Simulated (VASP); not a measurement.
Input of a VASP 6.6.1 run:

Contents of INCAR:

```
ALGO     = Normal         # electronic algorithm
EDIFF    = 1E-6           # SCF threshold, eV
ENCUT    = 520            # plane-wave cutoff, eV
GGA      = PE             # functional
ISIF     = 2              # what is computed and relaxed
ISMEAR   = 0              # smearing method
LASPH    = T              # aspherical terms in the spheres
LCHARG   = F              # write CHGCAR
LREAL    = F              # projectors in reciprocal space
LWAVE    = F              # write WAVECAR
NBANDS   = 12             # bands
NELM     = 100            # most SCF steps
PREC     = Accurate       # precision mode
SIGMA    = 0.05           # smearing width, eV
```

File KPOINTS:

```
k-points
0
Gamma
  8 8 8
```

File POSCAR:

```
LiCl
1.0
    0.0000000000      2.7699408000      2.7699408000
    2.7699408000      0.0000000000      2.7699408000
    2.7699408000      2.7699408000      0.0000000000
Li Cl
1 1
Direct
    0.0000000000      0.0000000000      0.0000000000
    0.5000000000      0.5000000000      0.5000000000
```

Potentials or basis: VASP PAW PBE potentials, release 64 (Li_sv, Cl).

The run is started by

```bash
$ cat potpaw_PBE.64/Li_sv/POTCAR potpaw_PBE.64/Cl/POTCAR > POTCAR
$ mpirun -np 1 vasp_std > vasp.out
```

Problem. Estimate the band gap on the k mesh.

Solution. 5.22 eV.

Caveat: the cell differs from its parent crystal (strain +0.080 along x and y, +0.080 along z). A k mesh can miss the band edges.
